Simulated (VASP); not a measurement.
# C (P6_3/mmc) in VASP: further runs

Runs on C. Level: PBEsol. Tasks: single point.

All numbers are computed with VASP 6.6.1; they aren't measurements. Logs are shortened: lines on timing, memory, paths and dates and some standing lists are left out, and cuts for length are marked.

### 1 The cell of the first run

It takes space group P6_3/mmc (No. 194, hexagonal). Conventional cell: a = 2.453 Å, b = 2.453 Å, c = 4.119 Å, α = 90.00°, β = 90.00°, γ = 120.00°. Within 2.0 Å of C (site symmetry 3m) lie 4 C at 1.51 to 1.54 Å.

### 2 Single point, PBEsol (strained cell)

File INCAR:

```
SYSTEM = C
ALGO     = Normal         ! electronic algorithm
EDIFF    = 1E-6           ! SCF threshold, eV
ENCUT    = 520            ! plane-wave cutoff, eV
GGA      = PS             ! functional
ISIF     = 2              ! what is computed and relaxed
ISMEAR   = 0              ! smearing method
LASPH    = .True.         ! aspherical terms in the spheres
LCHARG   = .True.         ! write CHGCAR
LELF     = .True.         ! ELF
LREAL    = .False.        ! projectors in reciprocal space
LVHAR    = .True.       
LWAVE    = .False.        ! write WAVECAR
NBANDS   = 16             ! bands
NELM     = 60             ! most SCF steps
PREC     = Accurate       ! precision mode
SIGMA    = 0.02           ! smearing width, eV
```

File KPOINTS:

```
k-points
0
Gamma
  9 9 6
  0 0 0
```

File POSCAR:

```
C
1.0
    2.4532498523      0.0000000000      0.0000000000
   -1.2266249262      2.1245766939      0.0000000000
    0.0000000000      0.0000000000      4.1189829197
C
4
Direct
    0.3333333333      0.6666666667      0.0000901342
    0.6666666667      0.3333333333      0.5000901342
    0.3333333333      0.6666666667      0.3739098658
    0.6666666667      0.3333333333      0.8739098658
```

Potentials or basis: VASP PAW PBE potentials, release 64 (C).

On the command line:

```console
> cat potpaw_PBE.64/C/POTCAR > POTCAR
> mpirun -np 1 vasp_std > vasp.out
```

OUTCAR:

```text
SYSTEM = C
   EDIFF = 1E-6
   ENCUT = 520
   GGA = PS
   ISIF = 2
   ISMEAR = 0
   LASPH = .True.
   LREAL = .False.
   NELM = 60
   PREC = Accurate

 ion  position               nearest neighbor table
   1  0.333  0.667  0.000-   4 1.51   4 1.51   4 1.51   3 1.54
   2  0.667  0.333  0.500-   3 1.51   3 1.51   3 1.51   4 1.54
   3  0.333  0.667  0.374-   2 1.51   2 1.51   2 1.51   1 1.54
   4  0.667  0.333  0.874-   1 1.51   1 1.51   1 1.51   2 1.54

  LATTYP: Found a hexagonal cell.
 ALAT       =     2.4532498523
 C/A-ratio  =     1.6789903873

  Lattice vectors:

 A1 = (   2.4532498523,   0.0000000000,   0.0000000000)
 A2 = (  -1.2266249262,   2.1245766939,   0.0000000000)
 A3 = (   0.0000000000,   0.0000000000,   4.1189829197)

Analysis of symmetry for initial positions (statically):
=====================================================================
 Subroutine PRICEL returns:
 Original cell was already a primitive cell.

 Routine SETGRP: Setting up the symmetry group for a
 hexagonal supercell.

 Subroutine GETGRP returns: Found 24 space group operations
 (whereof  6 operations were pure point group operations)
 out of a pool of 24 trial point group operations.

The static configuration has the point symmetry C_3v.
 The point group associated with its full space group is D_6h.

Analysis of symmetry for dynamics (positions and initial velocities):
=====================================================================
 Subroutine PRICEL returns:
 Original cell was already a primitive cell.

 Routine SETGRP: Setting up the symmetry group for a
 hexagonal supercell.

 Subroutine GETGRP returns: Found 24 space group operations
 (whereof  6 operations were pure point group operations)
 out of a pool of 24 trial point group operations.

The dynamic configuration has the point symmetry C_3v.
 The point group associated with its full space group is D_6h.

 Subroutine INISYM returns: Found 24 space group operations
 (whereof  6 operations are pure point group operations),
 and found     1 'primitive' translations

----------------------------------------------------------------------------------------

                                     Primitive cell

  volume of cell :      21.4686

  direct lattice vectors                    reciprocal lattice vectors
     2.453249852  0.000000000  0.000000000     0.407622566  0.235340998  0.000000000
    -1.226624926  2.124576694  0.000000000     0.000000000  0.470681996  0.000000000
     0.000000000  0.000000000  4.118982920     0.000000000  0.000000000  0.242778380

  length of vectors
     2.453249852  2.453249852  4.118982920     0.470681997  0.470681996  0.242778380

  position of ions in fractional coordinates (direct lattice)
     0.333333333  0.666666667  0.000090134
     0.666666667  0.333333333  0.500090134
     0.333333333  0.666666667  0.373909866
     0.666666667  0.333333333  0.873909866

  ion indices of the primitive-cell ions
   primitive index   ion index
                 1           1
                 2           2
                 3           3
                 4           4

----------------------------------------------------------------------------------------

 KPOINTS: k-points

Automatic generation of k-mesh.
 Grid dimensions read from file:
 generate k-points for:    9    9    6

 Generating k-lattice:

  Cartesian coordinates                     Fractional coordinates (reciprocal lattice)
     0.045291396  0.026149000  0.000000000     0.111111111 -0.000000000  0.000000000
     0.000000000  0.052298000  0.000000000     0.000000000  0.111111111  0.000000000
     0.000000000  0.000000000  0.040463063     0.000000000  0.000000000  0.166666667

  Length of vectors
     0.052298000  0.052298000  0.040463063

  Shift w.r.t. Gamma in fractional coordinates (k-lattice)
     0.000000000  0.000000000  0.000000000

 Subroutine IBZKPT returns following result:
 ===========================================

 Found     48 irreducible k-points:

 Following reciprocal coordinates:
            Coordinates               Weight
  0.000000  0.000000  0.000000      1.000000
  0.111111 -0.000000  0.000000      6.000000
  0.222222  0.000000  0.000000      6.000000
  0.333333  0.000000  0.000000      6.000000
  0.444444  0.000000  0.000000      6.000000
  0.111111  0.111111  0.000000      6.000000
[... 16 lines left out ...]
  0.333333  0.222222  0.166667     24.000000
  0.333333  0.333333  0.166667      4.000000
 [... further k-points ...]
   k-points           NKPTS =     48   k-points in BZ     NKDIM =     48   number of bands    NBANDS=     16
   number of dos      NEDOS =    301   number of ions     NIONS =      4
   total plane-waves  NPLWV =  10368
   dimension x,y,z NGX =    18 NGY =   18 NGZ =   32
   dimension x,y,z NGXF=    36 NGYF=   36 NGZF=   64
   ions per type =               4
   NGX,Y,Z   is equivalent  to a cutoff of  12.20, 12.20, 12.92 a.u.
   NGXF,Y,Z  is equivalent  to a cutoff of  24.40, 24.40, 25.83 a.u.
 SYSTEM =  C
   PREC   = accura    normal or accurate (medium, high low for compatibility)
   ISTART =      0    job   : 0-new  1-cont  2-samecut
   ICHARG =      2    charge: 1-file 2-atom 10-const
   ISPIN  =      1    spin polarized calculation?
   LNONCOLLINEAR =      F non collinear calculations
   LSORBIT =      F    spin-orbit coupling
   LASPH  =      T    aspherical Exc in radial PAW
   ENCUT  =  520.0 eV  38.22 Ry    6.18 a.u.   4.56  4.56  7.66*2*pi/ulx,y,z
   NELM   =     60;   NELMIN=  2; NELMDL= -5     # of ELM steps
   EDIFF  = 0.1E-05   stopping-criterion for ELM
   LREAL  =      F    real-space projection
   EDIFFG = 0.1E-04   stopping-criterion for IOM
   NSW    =      0    number of steps for IOM
   IBRION =     -1    ionic relax: 0-MD 1-quasi-New 2-CG
   NFREE  =      0    steps in history (QN), initial steepest desc. (CG)
   ISIF   =      2    stress and relaxation
   ISYM   =      2    0-nonsym 1-usesym 2-fastsym
   POTIM  = 0.5000    time-step for ionic-motion
   TEBEG  =    0.0;   TEEND  =   0.0 temperature during run
   PSTRESS=    0.0 pullay stress
   NELECT =      16.0000    total number of electrons
   NUPDOWN=      -1.0000    fix difference up-down
   EMIN   =  10.00;   EMAX   =-10.00  energy-range for DOS
   EFERMI =   0.00;   METHOD = LEGACY
   ISMEAR =     0;   SIGMA  =   0.02  broadening in eV -4-tet -1-fermi 0-gaus
   EFERMI_NEDOS =   21; number of points for ismear=-14 and -15
   IALGO  =     38    algorithm
   IMIX   =      4    mixing-type and parameters
     AMIX     =   0.40;   BMIX     =  1.00
     AMIX_MAG =   1.60;   BMIX_MAG =  1.00
  volume/ion in A,a.u.               =       5.37        36.22
  Fermi-wavevector in a.u.,A,eV,Ry     =   1.484272  2.804867 29.974488  2.203063
  Thomas-Fermi vector in A             =   2.597829
   LORBIT       =      0    0 simple, 1 ext, 2 COOP (PROOUT), +10 PAW based schemes
   GGA     = PS    functional components
   LHFCALC =     F    Hartree Fock is set to
   AEXX    =    0.0000 exact exchange contribution
   IVDW    =     0    specifies the selected vdW correction
   LEPSILON=     F    determine dielectric tensor
   LRPA    =     F    only Hartree local field effects (RPA)
 non-spin polarized calculation
 Gauss-broadening in eV      SIGMA  =   0.02
  energy-cutoff  :      520.00
  volume of cell :       21.47
 maximum number of plane-waves:       592
   NGX =  9   NGY =  9   NGZ = 15

 number of electron      15.9999996 magnetization

 Free energy of the ion-electron system (eV)
  ---------------------------------------------------
  ext. energy  EPLUGINS =         0.00000000
  ---------------------------------------------------
  free energy    TOTEN  =       -38.31912891 eV

  energy without entropy =      -38.31912891  energy(sigma->0) =      -38.31912891

 E-fermi :  11.0836     XC(G=0): -13.7018

 val. band max:       10.8630947818   @ k =   0.0000   0.0000   0.0000
 cond. band min:      13.6753638434   @ k =   0.3333   0.3333   0.0000
 fundamental gap:      2.8122690616
 Fermi energy:        11.0835647067

 k-point     1 :       0.0000    0.0000    0.0000
  band No.  band energies     occupation
      1     -11.7766      2.00000
      2      -5.9533      2.00000
      3      -3.6171      2.00000
      4       7.6685      2.00000
      5       7.6685      2.00000
      6      10.2518      2.00000
[... 8 lines left out ...]
     15      26.4636      0.00000
     16      28.8556      0.00000

 k-point     2 :       0.1111   -0.0000    0.0000
  band No.  band energies     occupation
      1     -11.4553      2.00000
      2      -5.6664      2.00000
      3      -3.3099      2.00000
      4       6.1651      2.00000
      5       7.0237      2.00000
      6       9.5773      2.00000
[... 8 lines left out ...]
     15      26.7818      0.00000
     16      27.4997      0.00000

 k-point     3 :       0.2222    0.0000    0.0000
  band No.  band energies     occupation
      1     -10.4976      2.00000
      2      -4.8102      2.00000
      3      -2.4228      2.00000
      4       3.0127      2.00000
      5       5.7779      2.00000
      6       6.8835      2.00000
[... 8 lines left out ...]
     15      25.6573      0.00000
     16      27.3481      0.00000

 k-point     4 :       0.3333    0.0000    0.0000
  band No.  band energies     occupation
      1      -8.9284      2.00000
      2      -3.4025      2.00000
      3      -1.3741      2.00000
      4      -0.0553      2.00000
      5       3.9090      2.00000
      6       4.7099      2.00000
[... 8 lines left out ...]
     15      26.4347      0.00000
     16      27.7660      0.00000

 k-point     5 :       0.4444    0.0000    0.0000
  band No.  band energies     occupation
      1      -6.8731      2.00000
      2      -3.6851      2.00000
      3      -1.5235      2.00000
      4       0.7444      2.00000
      5       1.1679      2.00000
      6       4.1272      2.00000
[... 8 lines left out ...]
     15      27.9628      0.00000
     16      29.2150      0.00000

 k-point     6 :       0.1111    0.1111    0.0000
  band No.  band energies     occupation
      1     -10.8157      2.00000
      2      -5.0947      2.00000
      3      -2.7109      2.00000
      4       4.2360      2.00000
      5       5.6176      2.00000
      6       7.8935      2.00000
[... 8 lines left out ...]
     15      26.3039      0.00000
     16      27.3437      0.00000
[... 267 lines left out ...]
 k-point    21 :       0.4444    0.1111    0.1667
  band No.  band energies     occupation
      1      -5.7635      2.00000
      2      -4.1531      2.00000
      3      -1.6780      2.00000
      4      -0.1881      2.00000
      5       2.3286      2.00000
      6       3.2193      2.00000
[... 8 lines left out ...]
     15      27.3250      0.00000
     16      29.6316      0.00000

 k-point    22 :       0.2222    0.2222    0.1667
  band No.  band energies     occupation
      1      -7.8203      2.00000
      2      -3.6470      2.00000
      3      -0.6922      2.00000
      4       1.5008      2.00000
      5       1.7672      2.00000
      6       3.1200      2.00000
[... 8 lines left out ...]
     15      24.9544      0.00000
     16      27.4069      0.00000

 k-point    23 :       0.3333    0.2222    0.1667
  band No.  band energies     occupation
      1      -5.8158      2.00000
      2      -3.0046      2.00000
      3      -1.6692      2.00000
      4       0.5462      2.00000
      5       0.9946      2.00000
      6       2.8702      2.00000
[... 8 lines left out ...]
     15      26.5470      0.00000
     16      28.0858      0.00000

 k-point    24 :       0.3333    0.3333    0.1667
  band No.  band energies     occupation
      1      -4.0267      2.00000
      2      -4.0267      2.00000
      3      -0.8302      2.00000
      4      -0.0270      2.00000
      5      -0.0270      2.00000
      6       2.7966      2.00000
[... 8 lines left out ...]
     15      27.2981      0.00000
     16      27.2981      0.00000

 [... further k-points ...]

------------------------ aborting loop because EDIFF is reached ----------------------------------------

  FORCE on cell =-STRESS in cart. coord.  units (eV):
  Direction    XX          YY          ZZ          XY          YZ          ZX
  --------------------------------------------------------------------------------------
  -------------------------------------------------------------------------------------
  Total        3.7763483      3.7763483      2.2206733     -0.0000000      0.0000000     -0.0000000
  in kB      281.8243038    281.8243038    165.7261600     -0.0000000      0.0000000     -0.0000000
  external PRESSURE =     243.1249225 kB  Pullay stress =       0.0000000 kB

 VOLUME and BASIS-vectors are now :
 -----------------------------------------------------------------------------
  energy-cutoff  :      520.00
  volume of cell :       21.47
      direct lattice vectors                 reciprocal lattice vectors
     2.453249852  0.000000000  0.000000000     0.407622566  0.235340998  0.000000000
    -1.226624926  2.124576694  0.000000000     0.000000000  0.470681996  0.000000000
     0.000000000  0.000000000  4.118982920     0.000000000  0.000000000  0.242778380

 POSITION                                       TOTAL-FORCE (eV/Angst)
 -----------------------------------------------------------------------------------
     -0.00000      1.41638      0.00037         0.000000      0.000000      0.009067
      1.22662      0.70819      2.05986         0.000000      0.000000      0.009067
     -0.00000      1.41638      1.54013        -0.000000      0.000000     -0.009067
      1.22662      0.70819      3.59962        -0.000000     -0.000000     -0.009067
 -----------------------------------------------------------------------------------
    total drift:                               -0.000000      0.000000     -0.000002

  FREE ENERGIE OF THE ION-ELECTRON SYSTEM (eV)
  ---------------------------------------------------
  free  energy   TOTEN  =       -38.3191289059 eV

  energy  without entropy=      -38.3191289059  energy(sigma->0) =      -38.31912891
```

It took 5.6 s on 1 thread of Intel Xeon 6975P-C (Granite Rapids), shared host; peak memory 0.12 GiB.

What came out:

```yaml
Free_energy: -38.3191 eV
Pressure: 24.3 GPa
Largest_force: 0.009 eV/Å
Band_gap_on_the_k_mesh: 2.81 eV, indirect (least direct gap 5.07 eV)
```

Forces on the atoms (eV/Å):
```
C    0.000  0.000  0.009
C    0.000  0.000  0.009
C    0.000  0.000 -0.009
C    0.000  0.000 -0.009
```

Caveat: the cell differs from its parent crystal (strained cell); the PAW data sets were made with another functional, which shifts forces and pressure a little.

### 3 Single point, PBEsol (strained cell)

File INCAR:

```
SYSTEM = C
PREC     = Accurate       ! precision mode
ENCUT    = 520            ! plane-wave cutoff, eV
EDIFF    = 1E-6           ! SCF threshold, eV
ISMEAR   = 0              ! smearing method
SIGMA    = 0.02           ! smearing width, eV
LREAL    = .False.        ! projectors in reciprocal space
LASPH    = .True.         ! aspherical terms in the spheres
NELM     = 100            ! most SCF steps
ALGO     = Normal         ! electronic algorithm
ISIF     = 2              ! what is computed and relaxed
LWAVE    = .False.        ! write WAVECAR
LCHARG   = .False.        ! write CHGCAR
GGA      = PS             ! functional
NBANDS   = 16             ! bands
```

File KPOINTS:

```
Automatic mesh
0
Gamma
  9 9 6
  0 0 0
```

File POSCAR:

```
C
1.0
    2.5049743428      0.0000000000      0.0000000000
   -1.2524871714      2.1693714167      0.0000000000
    0.0000000000      0.0000000000      4.1189829197
C
4
Direct
    0.3333333333      0.6666666667     -0.0002927326
    0.6666666667      0.3333333333      0.4997072674
    0.3333333333      0.6666666667      0.3742927326
    0.6666666667      0.3333333333      0.8742927326
```

Potentials or basis: VASP PAW PBE potentials, release 64 (C).

On the command line:

```console
> cat potpaw_PBE.64/C/POTCAR > POTCAR
> mpirun -np 1 vasp_std > vasp.out
```

Wall time 6.4 s (1 thread of Intel Xeon 6975P-C (Granite Rapids), shared host); peak memory 0.13 GiB.

It converged, with:

```
Free energy            : -38.3922 eV
Pressure               : 3.7 GPa
Band gap on the k mesh : 3.05 eV, indirect (least direct gap 4.78 eV)
```

Stress tensor (GPa, compression positive):
```
-1.95  0.00  0.00
 0.00 -1.95  0.00
 0.00  0.00 14.86
```

Levels at points of the mesh, in eV from the valence-band top:
```csv
k point,band 4,band 5,band 6,band 7,band 8,band 9,band 10,band 11,band 12,band 13
"(0.00, 0.00, 0.00)",-3.27,-3.27,-0.50,0.00,0.00,4.78,4.78,5.65,7.95,9.56
"(0.00, 0.00, 0.50)",-7.02,-1.98,-1.98,-1.98,-1.98,7.16,7.16,7.16,7.16,7.54
```

Caveat: the cell differs from its parent crystal (strained cell); the PAW data sets were made with another functional, which shifts forces and pressure a little.

### 4 Single point, PBEsol (strained cell)

File INCAR:

```
SYSTEM = C
PREC = Accurate
ENCUT = 520
EDIFF = 1E-6
ISMEAR = 0
SIGMA = 0.02
LREAL = .FALSE.
LASPH = .TRUE.
NELM = 60
ALGO = Normal
ISIF = 2
LWAVE = .FALSE.
LCHARG = .FALSE.
GGA = PS
NBANDS = 16
```

File KPOINTS:

```
Automatic mesh
0
G
  9 9 6
  0 0 0
```

File POSCAR:

```
C
1.0
    2.4995962376      0.0000000000      0.0000000000
   -1.2497981188      2.1647138410      0.0000000000
    0.0000000000      0.0000000000      4.1189829197
C
4
Direct
    0.3333333333      0.6666666667     -0.0002610710
    0.6666666667      0.3333333333      0.4997389290
    0.3333333333      0.6666666667      0.3742610710
    0.6666666667      0.3333333333      0.8742610710
```

On the command line:

```console
> cat potpaw_PBE.64/C/POTCAR > POTCAR
> mpirun -np 1 vasp_std > vasp.out
```

Wall time 6.4 s (1 thread of Intel Xeon 6975P-C (Granite Rapids), shared host); peak memory 0.13 GiB.

The run converged. Its results:

| Item | Value |
| --- | --- |
| Free energy | -38.3924 eV |
| Pressure | 5.6 GPa |
| Band gap on the k mesh | 3.03 eV, indirect (least direct gap 4.81 eV) |

Stress tensor (GPa, compression positive):
```
 0.93  0.00  0.00
 0.00  0.93  0.00
 0.00  0.00 15.01
```

Levels at points of the mesh, in eV from the valence-band top:
```
           k point  band 4  band 5  band 6  band 7  band 8  band 9  band 10  band 11  band 12  band 13
(0.00, 0.00, 0.00)   -3.27   -3.27   -0.51    0.00    0.00    4.81     4.81     5.60     8.06     9.59
(0.00, 0.00, 0.50)   -7.07   -1.97   -1.97   -1.97   -1.97    7.19     7.19     7.19     7.19     7.61
```

Caveat: the cell differs from its parent crystal (strained cell); the PAW data sets were made with another functional, which shifts forces and pressure a little.

### 5 Summary

| cell | gap on the mesh (eV) | pressure (GPa) |
| --- | --- | --- |
| a = 2.453, b = 2.453, c = 4.119 Å, angles 90.0, 90.0, 120.0°, 4 atoms | 2.81 | 24.3 |
| a = 2.505, b = 2.505, c = 4.119 Å, angles 90.0, 90.0, 120.0°, 4 atoms | 3.05 | 3.7 |
| a = 2.500, b = 2.500, c = 4.119 Å, angles 90.0, 90.0, 120.0°, 4 atoms | 3.03 | 5.6 |

Alike in all rows: task single point; level PBEsol; potentials or basis VASP PAW PBE potentials, release 64 (C); no spin polarisation; k mesh 9 × 9 × 6; cutoff (eV) 520; smearing gaussian 0.02 eV.

Caveats: the PAW data sets were made with another functional, which shifts forces and pressure a little.

Total energies depend on the potentials used, so only differences within one code and one set of settings carry meaning.
